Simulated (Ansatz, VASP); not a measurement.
# Be3ZnSe: VASP beside Ansatz

```
Be Zn Se
1.0
     5.83345    0.00000    0.00000
    -2.91673    5.05192    0.00000
     0.00000    0.00000    5.07519
Be Zn Se
6 2 2
Direct
  0.48740 0.51260 0.98646
  0.48740 0.97480 0.98646
  0.02520 0.51260 0.98646
  0.51260 0.48740 0.48646
  0.51260 0.02520 0.48646
  0.97480 0.48740 0.48646
  0.33333 0.66667 0.08726
  0.66667 0.33333 0.58726
  0.33333 0.66667 0.66890
  0.66667 0.33333 0.16890
```

Alike in both runs: task relaxation of cell and atoms; functional PBE; k mesh 3 × 3 × 3; occupations gaussian, width 0.2 eV; no spin polarisation.

|  | VASP | Ansatz |
| --- | --- | --- |
| version | VASP 6.6.1 | Ansatz 0.2.0 |
| potentials or method | VASP PAW PBE potentials, release 64 (Be, Zn, Se), cutoff 600 eV | scalar-relativistic, plane waves, PAW |
| valence electrons in the cell | 48 | 68 |

Ansatz gave:

```
gap on the k mesh at the Fermi level, each at its own relaxed structure (eV) : none
relaxed volume (Å³/atom)                                                     : 21.40
relaxed cell length with the largest relative difference (Å)                 : 6.907
```

Task: Estimate VASP's values.

Result: gap on the k mesh at the Fermi level, each at its own relaxed structure (eV): none; relaxed volume (Å³/atom): 21.56; relaxed cell length with the largest relative difference (Å): 6.931.

A gap of «none» marks a metal or a gap that the smearing closes. VASP's potentials hold 48 valence electrons a cell and Ansatz's 68, so a difference there can come from the potentials and not from the codes.

The k mesh is coarse, so the values compare programs but aren't converged. Noted on VASP's run: the volume moved by over 15 % at a fixed basis, so the end points are rough.
